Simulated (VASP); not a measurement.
## LiH17O9: single point with r2SCAN

LiH17O9:

```
O H Li
1.0
     7.17388    0.00000    0.00000
     0.00000    7.17388    0.00000
     0.00000    0.00000    7.17388
O H Li
9 17 1
Direct
  0.90107 0.34511 0.06692
  0.96302 0.84356 0.89546
  0.52842 0.58590 0.20894
  0.35744 0.74253 0.91246
  0.68801 0.98891 0.39754
  0.42777 0.07540 0.70930
  0.94657 0.40250 0.68893
  0.92725 0.68457 0.39555
  0.64718 0.55614 0.78550
  0.96615 0.37249 0.95039
  0.95418 0.22579 0.11499
  0.09022 0.79858 0.88254
  0.92957 0.82367 0.02798
  0.46176 0.65992 0.11547
  0.43865 0.54003 0.29058
  0.40827 0.85974 0.86234
  0.43979 0.65560 0.83822
  0.62470 0.89348 0.32097
  0.78851 0.91550 0.44757
  0.32749 0.00933 0.64307
  0.53833 0.07049 0.61730
  0.98979 0.27319 0.67618
  0.81111 0.41959 0.70668
  0.84130 0.59344 0.33704
  0.95120 0.62610 0.51545
  0.72172 0.67277 0.79362
  0.64480 0.43728 0.01153
```

* Program: VASP 6.6.1
* Task: single point
* Functional: r2SCAN
* Potentials or basis: VASP PAW PBE potentials, release 64 (O, H, Li_sv)
* Cutoff: 520 eV
* k mesh: 1 × 1 × 1
* Occupations: fermi-dirac, width 0.05 eV
* Spin: no spin polarisation
* Dipole correction: no
* Further INCAR settings: LREAL = Auto; ALGO = Normal; EDIFF = 1e-06; NBANDS = 56

```
Largest force          : 2.023 eV/Å
Band gap on the k mesh : 3.87 eV
```

Forces in eV/Å, atoms in the order of the input:
```
O    0.390 -1.303  0.760
O   -0.538  0.142  0.971
O    1.562  0.379 -1.101
O    0.237  0.276 -0.419
O   -0.991 -0.162 -0.580
O    1.021 -0.526 -1.521
O    1.800 -0.899 -0.169
O   -0.648 -0.671 -0.323
O    0.064  0.869  0.254
H   -0.092  0.063 -0.234
H   -0.727  1.371 -0.558
H    0.162 -0.222  0.277
H    0.498  0.085 -1.143
H   -0.484  0.420 -0.451
H   -1.278 -0.633  1.390
H   -0.290  0.148  0.364
H    0.251 -0.312  0.119
H    0.303  0.671  0.574
H    0.532 -0.499  0.092
H    0.692  0.501  0.236
H   -1.706 -0.130  1.079
H   -0.739  0.827 -0.128
H   -0.758  0.255  0.238
H    0.685  0.794  0.387
H    0.121 -0.211  0.025
H   -0.474 -1.092 -0.161
Li   0.405 -0.142  0.022
```

Levels at points of the mesh, in eV from the valence-band top:
| k point | band 34 | band 35 | band 36 | band 37 | band 38 | band 39 | band 40 | band 41 |
| --- | --- | --- | --- | --- | --- | --- | --- | --- |
| (0.00, 0.00, 0.00) | -1.46 | -1.39 | -0.11 | 0.00 | 3.87 | 6.61 | 6.71 | 6.92 |

It took 3 min on 1 thread of Intel(R) Xeon(R) Platinum 8488C (Sapphire Rapids), with other jobs on the host, peak memory 0.41 GiB.

Caveat: the k points lie up to 0.88 Å⁻¹ apart; the PAW data sets were made with another functional, which shifts forces and pressure a little.
